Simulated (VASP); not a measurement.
A run of VASP 6.6.1:

File INCAR:

```
PREC = Accurate ; ENCUT = 520
EDIFF = 1E-6 ; ISMEAR = 0
SIGMA = 0.1 ; LREAL = F
LASPH = T ; NELM = 80
ALGO = Normal ; ISIF = 2
LWAVE = F ; LCHARG = F
LDIPOL = T ; IDIPOL = 3
DIPOL = 0.5 0.5 0.313 ; GGA = PE
IVDW = 12 ; NBANDS = 34
```

Contents of KPOINTS:

```
regular mesh
0
Gamma
  6 6 1
```

POSCAR

```
Hf5H
1.0
    4.9564149667      0.0000000000      0.0000000000
   -2.4782074834      4.2923812729      0.0000000000
    0.0000000000      0.0000000000     21.1328376004
Hf H
5 1
Direct
    0.6666666667      0.3333333333      0.1892788879
    0.3333333333      0.6666666667      0.2371533849
    0.0000000000      0.0000000000      0.2763383880
    0.6666666667      0.3333333333      0.3164267596
    0.3333333333      0.6666666667      0.3706476976
    1.0000000000      0.8888888889      0.4889470026
```

Potentials or basis: VASP PAW PBE potentials, release 64 (Hf_pv, H).

The run is started by

```bash
$ cat potpaw_PBE.64/Hf_pv/POTCAR potpaw_PBE.64/H/POTCAR > POTCAR
$ mpirun -np 1 vasp_std > vasp.out
```

Hardware: 1 thread of Intel(R) Xeon(R) 6975P-C (Granite Rapids) (shared host).

Estimate the wall time of this run.

Run time: 9.4 min on 1 thread of Intel(R) Xeon(R) 6975P-C (Granite Rapids), on a shared host, peak memory 0.7 GiB. Counts: scf iterations 34, k points 20.
